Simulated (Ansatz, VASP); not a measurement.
# Two plane-wave programs on Al3GaN4

The input INCAR:

```
SYSTEM = Al3GaN4
ALGO = Normal
EDIFF = 1E-6
ENCUT = 520
GGA = PS
ISIF = 2
ISMEAR = 0
LASPH = .TRUE.
LCHARG = .FALSE.
LREAL = .FALSE.
LWAVE = .FALSE.
NBANDS = 31
NELM = 100
PREC = Accurate
SIGMA = 0.05
```

The input KPOINTS:

```
k-points
0
G
  6 6 6
  0 0 0
```

File POSCAR:

```
Al3GaN4
1.0
    4.5393319947     -0.2423915143     -0.2423915143
   -0.2423915143      4.5393319947     -0.2423915143
   -0.2423915143     -0.2423915143      4.5393319947
Al Ga N
3 1 4
Direct
    0.5000000000      0.5000000000      0.0000000000
    0.5000000000      0.0000000000      0.5000000000
    0.0000000000      0.5000000000      0.5000000000
    0.0000000000      0.0000000000      0.0000000000
    0.7447140287      0.7447140287      0.2552859713
    0.7447140287      0.2552859713      0.7447140287
    0.2552859713      0.7447140287      0.7447140287
    0.2552859713      0.2552859713      0.2552859713
```

Input for Ansatz:

```yaml
crystal:
  lattice:
    - [4.5393319947, -0.2423915143, -0.2423915143]
    - [-0.2423915143, 4.5393319947, -0.2423915143]
    - [-0.2423915143, -0.2423915143, 4.5393319947]
  atoms:
    - { symbol: Al, position: [0.5, 0.5, 0.0] }
    - { symbol: Al, position: [0.5, 0.0, 0.5] }
    - { symbol: Al, position: [0.0, 0.5, 0.5] }
    - { symbol: Ga, position: [0.0, 0.0, 0.0] }
    - { symbol: "N", position: [0.7447140287, 0.7447140287, 0.2552859713] }
    - { symbol: "N", position: [0.7447140287, 0.2552859713, 0.7447140287] }
    - { symbol: "N", position: [0.2552859713, 0.7447140287, 0.7447140287] }
    - { symbol: "N", position: [0.2552859713, 0.2552859713, 0.2552859713] }
basis:
  ecutwfc: 520.0
kpoints:
  mp_grid: { grid: [6, 6, 6] }
hamiltonian:
  xc: pbesol
scf:
  occupations: { method: gaussian, width: 0.05 }
output:
  forces: true
  stress: true
  eigenvalues: true
```

Change from the starting cell: equal engineering shear yz, xz and xy -0.1100, equal normal strain along x, y and z +0.0300.

Alike in both runs: task single point; functional PBEsol; k mesh 6 × 6 × 6; occupations gaussian, width 0.05 eV; no spin polarisation.

```csv
,VASP,Ansatz
version,VASP 6.6.1,Ansatz 0.2.0
potentials or method,"VASP PAW PBE potentials, release 64 (Al, Ga_d, N), cutoff 520 eV","scalar-relativistic, plane waves, PAW"
valence electrons in the cell,42,42
```

```csv
,VASP,Ansatz,Ansatz less VASP
gap on the k mesh at the Fermi level (eV),2.12,2.12,-0.001
least direct gap on the mesh (eV),2.12,2.12,-0.001
pressure (GPa),-6.6,-6.6,+0.02
"traceless stress, the component that is largest in VASP (GPa)",21.54,21.36,-0.173
rms of the force components (eV/Å),1.354,1.342,-0.0128
```

VASP's potentials were made for PBE, not for PBEsol. Atom by atom the forces differ by 0.027 eV/Å (rms over components).
